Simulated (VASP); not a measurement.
## P: single point with PBEsol+D3(BJ)

Crystal: P.

```
P
1.0
     4.14472    0.00000    0.00000
     0.00000    4.14472    0.00000
     0.00000    0.00000    4.31233
P
1
Direct
  0.00000 0.00000 0.00000
```

This cell differs from its parent crystal: strain -0.030 along x and y, -0.015 along z.

```json
{
 "Program": "VASP 6.6.1",
 "Task": "single point",
 "Functional": "PBEsol",
 "Dispersion": "D3(BJ)",
 "Potentials or basis": "VASP PAW PBE potentials, release 64 (P)",
 "Cutoff": "520 eV",
 "k mesh": "12 × 12 × 12",
 "Occupations": "gaussian, width 0.15 eV",
 "Spin": "no spin polarisation"
}
```

* Pressure: -4.8 GPa
* Band gap on the k mesh: zero (an odd number of electrons rules out a gap without spin polarisation)
* Dispersion energy per atom: -0.089 eV

Stress tensor (GPa, compression positive):
```
-5.03  0.00  0.00
 0.00 -5.03  0.00
 0.00  0.00 -4.29
```

Levels at points of the mesh, in eV from the Fermi level:
| k point | band 1 | band 2 | band 3 | band 4 | band 5 | band 6 | band 7 |
| --- | --- | --- | --- | --- | --- | --- | --- |
| (0.00, 0.00, 0.00) | -8.79 | 0.47 | 0.66 | 0.66 | 4.71 | 7.45 | 7.59 |
| (0.50, 0.00, 0.00) | -8.57 | -0.96 | 0.66 | 0.84 | 6.68 | 7.78 | 8.27 |
| (0.50, 0.50, 0.00) | -8.36 | -0.61 | -0.61 | 0.82 | 5.81 | 8.30 | 10.07 |
| (0.00, 0.00, 0.50) | -8.63 | -0.88 | 0.80 | 0.80 | 6.63 | 7.65 | 8.21 |
| (0.50, 0.00, 0.50) | -8.42 | -0.68 | -0.52 | 0.95 | 5.78 | 8.30 | 9.95 |
| (0.50, 0.50, 0.50) | -8.23 | -0.38 | -0.38 | -0.22 | 6.82 | 6.99 | 6.99 |

Wall time 29 s on 1 thread of Intel(R) Xeon(R) 6975P-C (Granite Rapids), on a shared host, peak memory 0.24 GiB.

Caveat: the cell differs from its parent crystal (strain -0.030 along x and y, -0.015 along z); the cell stands under tension; the nearest neighbours stand farther apart than a usual bond; the PAW data sets were made with another functional, which shifts forces and pressure a little; an odd number of electrons without spin polarisation forces a metal; a magnetic or distorted state may lie lower.
